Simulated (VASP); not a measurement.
# MgO (P6_3mc) in VASP: further runs, part 2 of 2

VASP 6.6.1. The steps go on from the part before.

## (4) Relaxation of cell and atoms, PBEsol, target pressure 5 GPa, at which the enthalpy is minimised

This run uses another cell than the first one, of 11.80 Å³/atom, 0.996 times its volume.

Input file INCAR:

```
SYSTEM = MgO
PREC = Accurate
ENCUT = 600
EDIFF = 1E-7
ISMEAR = 1
SIGMA = 0.02
LREAL = .FALSE.
LASPH = .TRUE.
NELM = 100
ALGO = Normal
ISIF = 3
LWAVE = .FALSE.
LCHARG = .FALSE.
GGA = PS
IBRION = 2
NSW = 80
EDIFFG = -0.01
PSTRESS = 50.0
```

Input file KPOINTS:

```
Automatic mesh
0
G
  6 6 4
  0 0 0
```

Input file POSCAR:

```
MgO
1.0
    3.3077869900      0.0000000000      0.0000000000
   -1.6538934950      2.8646275636      0.0000000000
    0.0000000000      0.0000000000      4.9828816700
Mg O
2 2
Direct
    0.3333333333      0.6666666667      0.0021597400
    0.6666666667      0.3333333333      0.5021597400
    0.3333333333      0.6666666667      0.4024402600
    0.6666666667      0.3333333333      0.9024402600
```

On the command line:

```sh
> cat potpaw_PBE.64/Mg/POTCAR potpaw_PBE.64/O/POTCAR > POTCAR
> mpirun -np 1 vasp_std > vasp.out
```

Run time: 6.6 min. Hardware: 1 thread of Intel Xeon Platinum 8259CL at 2.50GHz (Skylake/Cascade Lake), shared host; peak memory 0.19 GiB.

It converged, with:

```
Free energy                                            : -24.7456 eV
Relaxed volume                                         : 10.66 Å³/atom
Relaxed cell                                           : a = 3.446 Å, b = 3.446 Å, c = 4.147 Å, α = 90.00°, β = 90.00°, γ = 120.00°
Space group after relaxing (to 0.05 Å)                 : P6_3/mmc (No. 194)
Energy change on relaxing (the enthalpy is what falls) : -47.5 meV/atom
Ionic steps                                            : 33
Pressure after relaxing                                : 5.0 GPa
Band gap on the k mesh                                 : 3.47 eV, direct
```

Forces in eV/Å, atoms in the order of the input:
```
Mg   0.000  0.000 -0.002
Mg   0.000  0.000 -0.002
O    0.000  0.000  0.002
O    0.000  0.000  0.002
```

Stress tensor (GPa, compression positive):
```
5.09 0.00 0.00
0.00 5.09 0.00
0.00 0.00 4.96
```

Step by step:
```tsv
step	energy change (eV)	largest force (eV/Å)	pressure (GPa)	volume (Å³)
1	0.0000	0.0099	-0.09	47.22
2	0.0551	0.0513	7.46	44.70
3	0.0262	0.0319	5.00	45.45
4	0.0263	0.0382	5.00	45.43
5	0.0266	0.0590	4.99	45.38
6	0.0275	0.1051	4.97	45.27
7	0.0293	0.2189	4.89	45.03
8	0.0249	0.5197	4.72	44.50
9	-0.0184	1.1868	6.03	43.15
10	3.0753	5.4001	58.38	39.29
11	0.1693	1.9256	8.73	43.08
12	0.1892	2.0849	10.46	42.56
13	0.5848	1.6108	21.78	41.06
14	0.2346	2.2477	11.34	42.46
15	0.2766	2.2716	13.24	42.09
16	0.2515	2.2735	12.14	42.30
17	0.2613	2.2774	12.60	42.21
18	0.2485	2.2318	12.36	42.23
19	0.2117	2.0999	11.71	42.30
20	0.1442	1.8534	10.47	42.43
21	0.0324	1.4224	8.23	42.69
22	-0.1159	0.7703	4.60	43.20
23	-0.2128	0.0617	-0.09	44.22
24	-0.2108	0.1149	0.37	44.10
25	-0.2091	0.1428	0.56	44.04
26	-0.2088	0.1290	1.26	43.81
27	-0.2009	0.0856	3.48	43.11
28	-0.1521	0.0102	8.48	41.75
29	-0.1886	0.0530	5.18	42.62
30	-0.1877	0.0510	5.28	42.59
31	-0.1883	0.0416	5.23	42.60
32	-0.1896	0.0142	5.09	42.64
33	-0.1901	0.0024	5.04	42.65
```

Final structure:
```xyz
4
Lattice="3.4464 0.0000 0.0000 -1.7232 2.9846 0.0000 0.0000 0.0000 4.1466" Properties=species:S:1:pos:R:3 pbc="T T T"
Mg    0.0000    1.9898    3.9490
Mg    1.7232    0.9949    1.8757
O     0.0000    1.9898    1.8753
O     1.7232    0.9949    3.9486
```

Levels at points of the mesh, in eV from the valence-band top:
```
           k point  band 4  band 5  band 6  band 7  band 8  band 9  band 10  band 11  band 12
(0.00, 0.00, 0.00)   -1.82   -1.82   -0.86   -0.86    0.00    3.47     9.62    12.31    12.64
(0.50, 0.00, 0.00)   -2.49   -2.44   -2.05   -1.37   -0.56    6.94     9.31     9.74    12.41
(0.00, 0.00, 0.50)   -2.52   -1.36   -1.36   -1.36   -1.36    6.51     6.51    13.00    13.00
(0.50, 0.00, 0.50)   -4.05   -1.61   -1.61   -0.88   -0.88    7.28     7.28    12.22    12.22
```

Caveat: the cell is relaxed towards a set pressure, so the enthalpy falls and the energy may rise; the PAW data sets were made with another functional, which shifts forces and pressure a little.

## (5) Relaxation of cell and atoms, PBEsol, target pressure 10 GPa, at which the enthalpy is minimised

This run uses another cell than the first one, of 11.80 Å³/atom, 0.996 times its volume.

Input file INCAR:

```
SYSTEM = MgO
PREC = Accurate ; ENCUT = 600
EDIFF = 1E-7 ; ISMEAR = 1
SIGMA = 0.02 ; LREAL = .False.
LASPH = .True. ; NELM = 100
ALGO = Normal ; ISIF = 3
LWAVE = .False. ; LCHARG = .False.
GGA = PS ; IBRION = 2
NSW = 80 ; EDIFFG = -0.01
PSTRESS = 100.0
```

Input file KPOINTS:

```
regular mesh
0
Gamma
  6 6 4
  0 0 0
```

POSCAR is that of step 4.

On the command line:

```sh
> cat potpaw_PBE.64/Mg/POTCAR potpaw_PBE.64/O/POTCAR > POTCAR
> mpirun -np 1 vasp_std > vasp.out
```

It took 7.8 min on 1 thread of Intel Xeon Platinum 8259CL at 2.50GHz (Skylake/Cascade Lake), shared host; peak memory 0.19 GiB.

It converged, with:

```yaml
Free_energy: -24.6852 eV
Relaxed_volume: 10.34 Å³/atom
Relaxed_cell: a = 3.410 Å, b = 3.410 Å, c = 4.108 Å, α = 90.00°, β = 90.00°, γ = 120.00°
Space_group_after_relaxing_to_0.05_Å: P6_3/mmc (No. 194)
Energy_change_on_relaxing_the_enthalpy_is_what_falls: -32.4 meV/atom
Ionic_steps: 42
Pressure_after_relaxing: 10.1 GPa
Largest_force_after_relaxing: 0.004 eV/Å
Band_gap_on_the_k_mesh: 3.62 eV, direct
```

Forces on the atoms (eV/Å):
```
Mg   0.000  0.000 -0.004
Mg   0.000  0.000 -0.004
O    0.000  0.000  0.004
O    0.000  0.000  0.004
```

Stress tensor (GPa, compression positive):
```
10.11  0.00  0.00
 0.00 10.11  0.00
 0.00  0.00  9.96
```

Step by step:
```csv
step,energy change (eV),largest force (eV/Å),pressure (GPa),volume (Å³)
1,0.0000,0.0099,-0.09,47.22
3,0.0935,0.0676,9.97,43.99
5,0.0976,0.0844,10.23,43.89
7,0.0990,0.2642,10.19,43.53
9,0.0425,1.2829,11.86,41.56
11,0.2870,2.2332,15.22,41.50
13,0.3614,2.5355,16.98,41.21
15,0.4099,2.6163,19.11,40.79
17,0.4226,2.6128,19.61,40.70
19,0.4225,2.6082,19.63,40.70
21,0.4225,2.5896,19.71,40.68
23,0.4251,2.5067,20.06,40.62
25,0.4198,2.4895,19.97,40.63
27,0.3965,2.4140,19.55,40.67
29,0.3095,2.1287,17.99,40.81
31,0.0494,1.2193,12.69,41.39
33,-0.1718,0.2443,5.96,42.48
35,-0.1783,0.1477,5.94,42.44
37,-0.0807,0.0118,13.04,40.68
39,-0.1243,0.0609,10.40,41.29
41,-0.1288,0.0151,10.12,41.35
42,-0.1297,0.0045,10.06,41.36
```

Final structure:
```
Mg O
1.0
     3.40980    0.00000    0.00000
    -1.70490    2.95297    0.00000
     0.00000    0.00000    4.10765
Mg O
2 2
Direct
  0.33333 0.66667 0.95238
  0.66667 0.33333 0.45238
  0.33333 0.66667 0.45222
  0.66667 0.33333 0.95222
```

Levels at points of the mesh, in eV from the valence-band top:
| k point | band 5 | band 6 | band 7 | band 8 | band 9 | band 10 | band 11 | band 12 |
| --- | --- | --- | --- | --- | --- | --- | --- | --- |
| (0.00, 0.00, 0.00) | -1.88 | -0.91 | -0.91 | 0.00 | 3.62 | 9.87 | 12.55 | 12.86 |
| (0.50, 0.00, 0.00) | -2.52 | -2.11 | -1.42 | -0.58 | 7.03 | 9.63 | 9.82 | 12.78 |
| (0.00, 0.00, 0.50) | -1.42 | -1.42 | -1.42 | -1.42 | 6.68 | 6.68 | 13.22 | 13.22 |
| (0.50, 0.00, 0.50) | -1.67 | -1.67 | -0.93 | -0.93 | 7.38 | 7.38 | 12.58 | 12.58 |

Caveat: the cell is relaxed towards a set pressure, so the enthalpy falls and the energy may rise; the PAW data sets were made with another functional, which shifts forces and pressure a little.

## (6) Relaxation of cell and atoms, PBEsol, target pressure 20 GPa, at which the enthalpy is minimised

This run uses another cell than the first one, of 11.80 Å³/atom, 0.996 times its volume.

Input file INCAR:

```
PREC = Accurate
ENCUT = 600
EDIFF = 1E-6
ISMEAR = 1
SIGMA = 0.02
LREAL = False
LASPH = True
NELM = 60
ALGO = Normal
ISIF = 3
LWAVE = False
LCHARG = False
GGA = PS
IBRION = 2
NSW = 80
EDIFFG = -0.01
PSTRESS = 200.0
```

Input file KPOINTS:

```
regular mesh
0
Gamma
  6 6 4
```

POSCAR is that of step 5.

Potentials or basis: VASP PAW PBE potentials, release 64 (Mg, O).

On the command line:

```sh
> cat potpaw_PBE.64/Mg/POTCAR potpaw_PBE.64/O/POTCAR > POTCAR
> mpirun -np 1 vasp_std > vasp.out
```

Wall time 6.4 min (1 thread of Intel Xeon Platinum 8259CL at 2.50GHz (Skylake/Cascade Lake), shared host); peak memory 0.19 GiB.

The run converged. Its results:

- Free energy: -24.4905 eV
- Relaxed volume: 9.81 Å³/atom
- Relaxed cell: a = 3.349 Å, b = 3.349 Å, c = 4.042 Å, α = 90.00°, β = 90.00°, γ = 120.00°
- Space group after relaxing (to 0.05 Å): P6_3/mmc (No. 194)
- Energy change on relaxing (the enthalpy is what falls): +16.2 meV/atom
- Ionic steps: 39
- Pressure after relaxing: 20.1 GPa
- Band gap on the k mesh: 3.90 eV, direct

Forces on the atoms (eV/Å):
```
Mg   0.000  0.000  0.002
Mg   0.000  0.000  0.002
O    0.000  0.000 -0.002
O    0.000  0.000 -0.002
```

Stress tensor (GPa, compression positive):
```
20.14  0.00  0.00
 0.00 20.14  0.00
 0.00  0.00 19.89
```

The path:
| step | energy change (eV) | largest force (eV/Å) | pressure (GPa) | volume (Å³) |
| --- | --- | --- | --- | --- |
| 1 | 0.0000 | 0.0095 | -0.15 | 47.22 |
| 2 | 1.0543 | 0.2858 | 43.56 | 37.78 |
| 3 | 0.3021 | 0.1330 | 19.66 | 41.71 |
| 4 | 0.3153 | 0.1364 | 20.18 | 41.60 |
| 5 | 0.3146 | 0.1727 | 20.18 | 41.54 |
| 6 | 0.3115 | 0.3066 | 20.07 | 41.34 |
| 7 | 0.2930 | 0.6536 | 19.77 | 40.89 |
| 8 | 0.2254 | 1.3684 | 20.61 | 39.74 |
| 9 | 3.8557 | 6.7231 | 79.71 | 36.40 |
| 10 | 0.4402 | 2.2312 | 23.76 | 39.64 |
| 11 | 0.7797 | 1.9317 | 34.33 | 38.18 |
| 12 | 0.5055 | 2.4991 | 26.02 | 39.21 |
| 13 | 0.5894 | 2.4446 | 29.17 | 38.71 |
| 14 | 0.5669 | 2.4788 | 28.42 | 38.81 |
| 15 | 0.5668 | 2.4755 | 28.44 | 38.81 |
| 16 | 0.5665 | 2.4654 | 28.47 | 38.81 |
| 17 | 0.5660 | 2.4452 | 28.51 | 38.80 |
| 18 | 0.5656 | 2.4035 | 28.61 | 38.78 |
| 19 | 0.5670 | 2.3132 | 28.84 | 38.75 |
| 20 | 0.5805 | 2.1055 | 29.45 | 38.68 |
| 21 | 0.5693 | 2.2736 | 28.94 | 38.74 |
| 22 | 0.5658 | 2.2642 | 28.88 | 38.74 |
| 23 | 0.5556 | 2.2336 | 28.71 | 38.75 |
| 24 | 0.5356 | 2.1737 | 28.34 | 38.78 |
| 25 | 0.4968 | 2.0573 | 27.63 | 38.84 |
| 26 | 0.4246 | 1.8380 | 26.27 | 38.95 |
| 27 | 0.2998 | 1.4496 | 23.79 | 39.17 |
| 28 | 0.1170 | 0.8442 | 19.65 | 39.60 |
| 29 | -0.0570 | 0.1476 | 14.16 | 40.44 |
| 30 | -0.0456 | 0.2050 | 14.73 | 40.34 |
| 31 | -0.0415 | 0.2247 | 14.89 | 40.30 |
| 32 | -0.0252 | 0.2057 | 15.75 | 40.12 |
| 33 | 0.0303 | 0.1467 | 18.47 | 39.57 |
| 34 | 0.1722 | 0.0190 | 24.41 | 38.49 |
| 35 | 0.0739 | 0.1055 | 20.38 | 39.20 |
| 36 | 0.0766 | 0.1029 | 20.52 | 39.18 |
| 37 | 0.0742 | 0.0822 | 20.43 | 39.19 |
| 38 | 0.0676 | 0.0238 | 20.16 | 39.24 |
| 39 | 0.0650 | 0.0024 | 20.06 | 39.26 |

Final structure:
```
CELL_PARAMETERS angstrom
3.34900 0.00000 0.00000
-1.67450 2.90032 0.00000
0.00000 0.00000 4.04190
ATOMIC_POSITIONS crystal
Mg 0.33333 0.66667 0.95227
Mg 0.66667 0.33333 0.45227
O 0.33333 0.66667 0.45233
O 0.66667 0.33333 0.95233
```

Levels at points of the mesh, in eV from the valence-band top:
```csv
k point,band 4,band 5,band 6,band 7,band 8,band 9,band 10,band 11,band 12
"(0.00, 0.00, 0.00)",-1.99,-1.99,-0.99,-0.99,0.00,3.90,10.30,12.96,13.24
"(0.50, 0.00, 0.00)",-2.71,-2.65,-2.20,-1.51,-0.62,7.18,9.94,10.19,13.43
"(0.00, 0.00, 0.50)",-2.69,-1.52,-1.52,-1.52,-1.52,6.96,6.96,13.59,13.59
"(0.50, 0.00, 0.50)",-4.38,-1.77,-1.77,-1.01,-1.01,7.56,7.56,13.19,13.19
```

Caveat: the cell is relaxed towards a set pressure, so the enthalpy falls and the energy may rise; the volume moved by over 15 % at a fixed basis, so the end points are rough; the PAW data sets were made with another functional, which shifts forces and pressure a little. A hybrid or GW would open this gap; PBEsol tends to underestimate it.

## (7) Overview

```csv
task,cell,cutoff (eV),gap on the mesh (eV),pressure (GPa)
single point,"a = 3.303, b = 3.303, c = 5.020 Å, angles 90.0, 90.0, 120.0°, 4 atoms",520,3.36,-0.3
relaxation of cell and atoms,"relaxed from a = 3.308, b = 3.308, c = 4.983 Å, angles 90.0, 90.0, 120.0°, 4 atoms",600,3.35,0.0
relaxation of cell and atoms,"relaxed to 5 GPa from a = 3.308, b = 3.308, c = 4.983 Å, angles 90.0, 90.0, 120.0°, 4 atoms",600,3.47,5.0
relaxation of cell and atoms,"relaxed to 10 GPa from a = 3.308, b = 3.308, c = 4.983 Å, angles 90.0, 90.0, 120.0°, 4 atoms",600,3.62,10.1
relaxation of cell and atoms,"relaxed to 20 GPa from a = 3.308, b = 3.308, c = 4.983 Å, angles 90.0, 90.0, 120.0°, 4 atoms",600,3.90,20.1
```

Alike in all rows: level PBEsol; potentials or basis VASP PAW PBE potentials, release 64 (Mg, O); no spin polarisation; k mesh 6 × 6 × 4; smearing methfessel-paxton 0.02 eV.

Caveats: the PAW data sets were made with another functional, which shifts forces and pressure a little; the cell is relaxed towards a set pressure, so the enthalpy falls and the energy may rise (some runs); the volume moved by over 15 % at a fixed basis, so the end points are rough (some runs).

Absolute energies hang on the potentials; compare differences alone.
